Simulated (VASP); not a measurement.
# Tl (Im-3m) in VASP: notebook

Tl is run at these levels: LDA, PBEsol; tasks: single point.

Program: VASP 6.6.1. These are calculated values, not measurements. Logs are shortened: lines on timing, memory, paths and dates and some standing lists are left out, and cuts for length are marked.

## 1. The cell of the first run

The structure is cubic, space group Im-3m (No. 229). Conventional cell: a = 3.632 Å, b = 3.632 Å, c = 3.632 Å, α = 90.00°, β = 90.00°, γ = 90.00°. Tl (site symmetry m-3m) has 14 Tl at 3.15 to 3.63 Å within 4.1 Å.

## 2. Single point, LDA (volume scaled by 0.8)

INCAR reads:

```
  PREC = Accurate
  ENCUT = 520
  EDIFF = 1E-6
  ISMEAR = -1
  SIGMA = 0.05
  LREAL = F
  LASPH = T
  NELM = 80
  ALGO = Fast
  ISIF = 2
  LWAVE = F
  LCHARG = F
  GGA = CA
  NBANDS = 12
```

KPOINTS reads:

```
regular mesh
0
Gamma
  10 10 10
```

POSCAR reads:

```
Tl
1.0
   -1.8157850712      1.8157850712      1.8157850712
    1.8157850712     -1.8157850712      1.8157850712
    1.8157850712      1.8157850712     -1.8157850712
Tl
1
Direct
    0.0000000000      0.0000000000      0.0000000000
```

Potentials or basis: VASP PAW LDA potentials, release 64 (Tl_d).

On the command line:

```bash
> cat potpaw_LDA.64/Tl_d/POTCAR > POTCAR
> mpirun -np 1 vasp_std > vasp.out
```

OUTCAR:

```text
PREC = Accurate
   ENCUT = 520
   EDIFF = 1E-6
   ISMEAR = -1
   LREAL = F
   LASPH = T
   NELM = 80
   ISIF = 2
   GGA = CA

 ion  position               nearest neighbor table
   1  0.000  0.000  0.000-

  LATTYP: Found a body centered cubic cell.
 ALAT       =     3.6315701424

  Lattice vectors:

 A1 = (  -1.8157850712,   1.8157850712,   1.8157850712)
 A2 = (   1.8157850712,  -1.8157850712,   1.8157850712)
 A3 = (   1.8157850712,   1.8157850712,  -1.8157850712)

Analysis of symmetry for initial positions (statically):
=====================================================================
 Subroutine PRICEL returns:
 Original cell was already a primitive cell.

 Routine SETGRP: Setting up the symmetry group for a
 body centered cubic supercell.

 Subroutine GETGRP returns: Found 48 space group operations
 (whereof 48 operations were pure point group operations)
 out of a pool of 48 trial point group operations.

The static configuration has the point symmetry O_h .

Analysis of symmetry for dynamics (positions and initial velocities):
=====================================================================
 Subroutine PRICEL returns:
 Original cell was already a primitive cell.

 Routine SETGRP: Setting up the symmetry group for a
 body centered cubic supercell.

 Subroutine GETGRP returns: Found 48 space group operations
 (whereof 48 operations were pure point group operations)
 out of a pool of 48 trial point group operations.

The dynamic configuration has the point symmetry O_h .

 Subroutine INISYM returns: Found 48 space group operations
 (whereof 48 operations are pure point group operations),
 and found     1 'primitive' translations

----------------------------------------------------------------------------------------

                                     Primitive cell

  volume of cell :      23.9471

  direct lattice vectors                    reciprocal lattice vectors
    -1.815785071  1.815785071  1.815785071     0.000000000  0.275362986  0.275362986
     1.815785071 -1.815785071  1.815785071     0.275362986  0.000000000  0.275362986
     1.815785071  1.815785071 -1.815785071     0.275362986  0.275362986  0.000000000

  length of vectors
     3.145031999  3.145031999  3.145031999     0.389422070  0.389422070  0.389422070

  position of ions in fractional coordinates (direct lattice)
     0.000000000  0.000000000  0.000000000

  ion indices of the primitive-cell ions
   primitive index   ion index
                 1           1
[... 79 lines left out ...]
   ISYM   =      2    0-nonsym 1-usesym 2-fastsym
   POTIM  = 0.5000    time-step for ionic-motion
   TEBEG  =    0.0;   TEEND  =   0.0 temperature during run
   PSTRESS=    0.0 pullay stress
   NELECT =      13.0000    total number of electrons
   NUPDOWN=      -1.0000    fix difference up-down
   EMIN   =  10.00;   EMAX   =-10.00  energy-range for DOS
   EFERMI =   0.00;   METHOD = LEGACY
   ISMEAR =    -1;   SIGMA  =   0.05  broadening in eV -4-tet -1-fermi 0-gaus
   EFERMI_NEDOS =   21; number of points for ismear=-14 and -15
   IALGO  =     68    algorithm
   IMIX   =      4    mixing-type and parameters
     AMIX     =   0.40;   BMIX     =  1.00
     AMIX_MAG =   1.60;   BMIX_MAG =  1.00
  volume/ion in A,a.u.               =      23.95       161.60
  Fermi-wavevector in a.u.,A,eV,Ry     =   1.335482  2.523696 24.266172  1.783513
  Thomas-Fermi vector in A             =   2.464183
   LORBIT       =      0    0 simple, 1 ext, 2 COOP (PROOUT), +10 PAW based schemes
   GGA     = CA    functional components
   LHFCALC =     F    Hartree Fock is set to
   AEXX    =    0.0000 exact exchange contribution
   IVDW    =     0    specifies the selected vdW correction
   LEPSILON=     F    determine dielectric tensor
   LRPA    =     F    only Hartree local field effects (RPA)
 non-spin polarized calculation
 RMM-DIIS sequential band-by-band and
  energy-cutoff  :      520.00
  volume of cell :       23.95
 maximum number of plane-waves:       682
   NGX = 11   NGY = 11   NGZ = 11

 number of electron      13.0000002 magnetization

 Free energy of the ion-electron system (eV)
  ---------------------------------------------------
  ext. energy  EPLUGINS =         0.00000000
  ---------------------------------------------------
  free energy    TOTEN  =        -2.86565568 eV

  energy without entropy =       -2.86255563  energy(sigma->0) =       -2.86410565

 E-fermi :   8.2799     XC(G=0): -11.4131

 val. band max:        8.2732993020   @ k =  -0.4000  -0.4000   0.2000
 cond. band min:       8.3263950394   @ k =  -0.4000   0.4000   0.2000
 fundamental gap:      0.0530957375
 Fermi energy:         8.2799018153

 k-point     1 :       0.0000    0.0000    0.0000
  band No.  band energies     occupation
      1      -3.6078      2.00000
      2      -3.6078      2.00000
      3      -3.6078      2.00000
      4      -3.0414      2.00000
      5      -2.9470      2.00000
      6      -2.9470      2.00000
      7      21.0695      0.00000
      8      21.0695      0.00000
      9      21.0695      0.00000
     10      21.2101      0.00000
     11      21.2101      0.00000
     12      21.2101      0.00000
[... 331 lines left out ...]
 k-point    24 :      -0.3000    0.3000    0.1000
  band No.  band energies     occupation
      1      -3.7037      2.00000
      2      -3.6821      2.00000
      3      -3.1480      2.00000
      4      -2.9950      2.00000
      5      -2.9311      2.00000
      6      -0.1696      2.00000
      7      10.9546      0.00000
      8      15.6976      0.00000
      9      16.4086      0.00000
     10      20.7184      0.00000
     11      21.9706      0.00000
     12      22.1531      0.00000

 [... further k-points ...]

------------------------ aborting loop because EDIFF is reached ----------------------------------------

  FORCE on cell =-STRESS in cart. coord.  units (eV):
  Direction    XX          YY          ZZ          XY          YZ          ZX
  --------------------------------------------------------------------------------------
  -------------------------------------------------------------------------------------
  Total        1.2163173      1.2163173      1.2163173     -0.0000000     -0.0000000     -0.0000000
  in kB       81.3774648     81.3774648     81.3774648     -0.0000000     -0.0000000     -0.0000000
  external PRESSURE =      81.3774648 kB  Pullay stress =       0.0000000 kB

 VOLUME and BASIS-vectors are now :
 -----------------------------------------------------------------------------
  energy-cutoff  :      520.00
  volume of cell :       23.95
      direct lattice vectors                 reciprocal lattice vectors
    -1.815785071  1.815785071  1.815785071     0.000000000  0.275362986  0.275362986
     1.815785071 -1.815785071  1.815785071     0.275362986  0.000000000  0.275362986
     1.815785071  1.815785071 -1.815785071     0.275362986  0.275362986  0.000000000

 POSITION                                       TOTAL-FORCE (eV/Angst)
 -----------------------------------------------------------------------------------
      0.00000      0.00000      0.00000         0.000000      0.000000      0.000000
 -----------------------------------------------------------------------------------
    total drift:                               -0.000000      0.000000     -0.000000

  FREE ENERGIE OF THE ION-ELECTRON SYSTEM (eV)
  ---------------------------------------------------
  free  energy   TOTEN  =        -2.8656556813 eV

  energy  without entropy=       -2.8625556272  energy(sigma->0) =       -2.86410565
```

stdout:

```text
POSCAR found type information on POSCAR Tl
 POSCAR found :  1 types and       1 ions
 scaLAPACK will be used
 LDA part: xc-table for (Slater(with rela. corr.)+CA(PZ))
 , standard interpolation
 POSCAR, INCAR and KPOINTS ok, starting setup
 FFT: planning ... GRIDC
 FFT: planning ... GRID_SOFT
 FFT: planning ... GRID
 WAVECAR not read
 entering main loop
```

Run time: 4.8 s. Hardware: 1 thread of Intel Xeon Platinum 8488C (Sapphire Rapids), shared host; peak memory 0.13 GiB.

What came out:

```yaml
Free_energy: -2.8657 eV
Pressure: 8.1 GPa
```

Caveat: the cell differs from its parent crystal (volume scaled by 0.8); spin-orbit coupling is left out, which moves the levels of the heavy elements.

## 3. Single point, LDA

This run uses another cell than the first one, of 29.93 Å³/atom, 1.250 times its volume.

INCAR reads:

```
  PREC = Accurate
  ENCUT = 520
  EDIFF = 1E-6
  ISMEAR = -5
  SIGMA = 0.05
  LREAL = F
  LASPH = T
  NELM = 60
  ALGO = Normal
  ISIF = 2
  LWAVE = F
  LCHARG = F
  NBANDS = 12
```

KPOINTS is that of step 2.

POSCAR reads:

```
Tl
1.0
   -1.9559951735      1.9559951735      1.9559951735
    1.9559951735     -1.9559951735      1.9559951735
    1.9559951735      1.9559951735     -1.9559951735
Tl
1
Direct
    0.0000000000      0.0000000000      0.0000000000
```

Potentials or basis: VASP PAW LDA potentials, release 64 (Tl_d).

On the command line:

```bash
> cat potpaw_LDA.64/Tl_d/POTCAR > POTCAR
> mpirun -np 1 vasp_std > vasp.out
```

Wall time 8.3 s (1 thread of Intel Xeon Platinum 8488C (Sapphire Rapids), shared host); peak memory 0.15 GiB.

The run converged. Its results:

* Free energy: -2.9024 eV
* Pressure: -3.1 GPa

Levels at points of the mesh, in eV from the Fermi level:
```csv
k point,band 3,band 4,band 5,band 6,band 7,band 8,band 9,band 10
"(0.00, 0.00, 0.00)",-11.58,-11.18,-11.18,-9.78,10.26,10.26,10.26,12.23
"(0.50, 0.00, 0.00)",-11.21,-11.18,-10.93,-5.07,-2.59,5.56,6.97,9.80
"(0.50, 0.50, 0.50)",-10.99,-10.99,-10.99,-1.87,1.38,1.38,1.38,6.41
```

Caveat: spin-orbit coupling is left out, which moves the levels of the heavy elements; tetrahedron occupations give inexact forces and stress in metals.

## 4. Single point, PBEsol, non-collinear spin, zero start, spin-orbit coupling

This run uses another cell than the first one, of 29.93 Å³/atom, 1.250 times its volume.

INCAR reads:

```
SYSTEM = Tl
PREC = Accurate ; ENCUT = 520
EDIFF = 1E-7 ; ISMEAR = -1
SIGMA = 0.025 ; LREAL = .FALSE.
LASPH = .TRUE. ; NELM = 150
ALGO = Fast ; ISIF = 2
LWAVE = .FALSE. ; LCHARG = .FALSE.
MAGMOM = 0 0 0 ; LORBIT = 11
LSORBIT = .TRUE. ; GGA_COMPAT = .FALSE.
LORBMOM = .TRUE. ; GGA = PS
NBANDS = 24
```

KPOINTS reads:

```
regular mesh
0
G
  10 10 10
  0 0 0
```

POSCAR is that of step 3.

Potentials or basis: VASP PAW PBE potentials, release 64 (Tl_d).

On the command line:

```bash
> cat potpaw_PBE.64/Tl_d/POTCAR > POTCAR
> mpirun -np 1 vasp_ncl > vasp.out
```

Wall time 55 s (1 thread of Intel Xeon Platinum 8488C (Sapphire Rapids), shared host); peak memory 0.25 GiB.

It converged, with:

```
Free energy                                           : -2.9284 eV
Pressure                                              : -2.0 GPa
Net moment                                            : 0.00 μB per cell
Valence electrons inside the program's atomic spheres : Tl 11.19
```

Moments on the atoms (μB; x, y, z):
```
Tl  0.00 0.00 0.00
```

Caveat: the PAW data sets were made with another functional, which shifts forces and pressure a little.

## 5. Single point, LDA

This run uses another cell than the first one, of 29.93 Å³/atom, 1.250 times its volume.

INCAR reads:

```
PREC = Accurate
ENCUT = 520
EDIFF = 1E-6
ISMEAR = 0
SIGMA = 0.05
LREAL = F
LASPH = T
NELM = 100
ALGO = Fast
ISIF = 2
LWAVE = F
LCHARG = F
NBANDS = 12
```

KPOINTS reads:

```
Automatic mesh
0
Gamma
  10 10 10
```

POSCAR is that of step 4.

Potentials or basis: VASP PAW LDA potentials, release 64 (Tl_d).

On the command line:

```bash
> cat potpaw_LDA.64/Tl_d/POTCAR > POTCAR
> mpirun -np 1 vasp_std > vasp.out
```

It took 9.6 s on 1 thread of Intel Xeon Platinum 8559C (Emerald Rapids), shared host; peak memory 0.14 GiB.

Results (log left out):

- Free energy: -2.9123 eV
- Pressure: -3.1 GPa

Levels at points of the mesh, in eV from the Fermi level:
```tsv
k point	band 4	band 5	band 6	band 7	band 8	band 9
(0.00, 0.00, 0.00)	-11.07	-11.07	-9.66	10.38	10.38	10.38
(0.50, 0.00, 0.00)	-11.07	-10.81	-4.96	-2.47	5.67	7.09
(0.50, 0.50, 0.50)	-10.87	-10.87	-1.76	1.50	1.50	1.50
```

Caveat: spin-orbit coupling is left out, which moves the levels of the heavy elements.

## 6. Summary

| level | potentials or basis | spin | cell | smearing | gap on the mesh (eV) | pressure (GPa) |
| --- | --- | --- | --- | --- | --- | --- |
| LDA | VASP PAW LDA potentials, release 64 (Tl_d) | off | a = 3.145 Å, angles 109.5°, 1 atom | fermi-dirac 0.05 eV | none | 8.1 |
| LDA | VASP PAW LDA potentials, release 64 (Tl_d) | off | a = 3.388 Å, angles 109.5°, 1 atom | tetrahedron | none | -3.1 |
| PBEsol | VASP PAW PBE potentials, release 64 (Tl_d) | non-collinear, zero start, SOC | a = 3.388 Å, angles 109.5°, 1 atom | fermi-dirac 0.025 eV | - | -2.0 |
| LDA | VASP PAW LDA potentials, release 64 (Tl_d) | off | a = 3.388 Å, angles 109.5°, 1 atom | gaussian 0.05 eV | none | -3.1 |

Alike in all rows: task single point; k mesh 10 × 10 × 10; cutoff (eV) 520.

Caveats: spin-orbit coupling is left out, which moves the levels of the heavy elements (some runs); tetrahedron occupations give inexact forces and stress in metals (some runs); the PAW data sets were made with another functional, which shifts forces and pressure a little (some runs).

Absolute energies hang on the potentials; compare differences alone.
